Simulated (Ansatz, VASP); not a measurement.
One calculation of Re, two programs

```
CELL_PARAMETERS angstrom
0.00000 1.95763 1.95763
1.95763 0.00000 1.95763
1.95763 1.95763 0.00000
ATOMIC_POSITIONS crystal
Re 0.50000 0.50000 0.50000
```

Alike in both runs: functional PBE; k mesh 24 × 24 × 24; occupations gaussian, width 0.1 eV; no spin polarisation.

Ansatz relaxed the structure, and its values are those at the end. VASP's run is a single point on that final structure, the one shown.

```csv
,VASP,Ansatz
version,VASP 6.6.1,Ansatz 0.2.0
potentials or method,"VASP PAW PBE potentials, release 64 (Re), cutoff 520 eV","scalar-relativistic, plane waves, PAW"
valence electrons in the cell,7,15
```

VASP gave:

```
gap on the k mesh at the Fermi level (eV) : none
pressure (GPa)                            : -0.6
```

Q: Estimate Ansatz's values.

A: gap on the k mesh at the Fermi level (eV): none; pressure (GPa): 0.0.

A gap of «none» marks a metal or a gap that the smearing closes. VASP's potentials hold 7 valence electrons a cell and Ansatz's 15, so a difference there can come from the potentials and not from the codes.

Spin-orbit coupling is off throughout.
